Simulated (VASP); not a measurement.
Input of a VASP 6.6.1 run:

Contents of INCAR:

```
SYSTEM = PbSe
  PREC = Accurate
  ENCUT = 520
  EDIFF = 1E-6
  ISMEAR = -1
  SIGMA = 0.05
  LREAL = .False.
  LASPH = .True.
  NELM = 100
  ALGO = Normal
  ISIF = 2
  LWAVE = .False.
  LCHARG = .False.
  NBANDS = 17
```

Contents of KPOINTS:

```
Automatic mesh
0
Gamma
  8 8 8
  0 0 0
```

The input POSCAR:

```
PbSe
1.0
    0.0000000000      3.1206779849      3.1206779849
    3.1206779849      0.0000000000      3.1206779849
    3.1206779849      3.1206779849      0.0000000000
Pb Se
1 1
Direct
    0.0000000000      0.0000000000      0.0000000000
    0.5000000000      0.5000000000      0.5000000000
```

Potentials or basis: VASP PAW LDA potentials, release 64 (Pb_d, Se).

Run with:

```sh
$ cat potpaw_LDA.64/Pb_d/POTCAR potpaw_LDA.64/Se/POTCAR > POTCAR
$ mpirun -np 1 vasp_std > vasp.out
```

**Question.** Estimate the pressure.

**Answer.** -4.5 GPa.

**Question.** What does it give for the band gap on the k mesh?

**Answer.** 0.34 eV, direct.

Caveat: spin-orbit coupling is left out, which moves the levels of the heavy elements. A k mesh can miss the band edges.
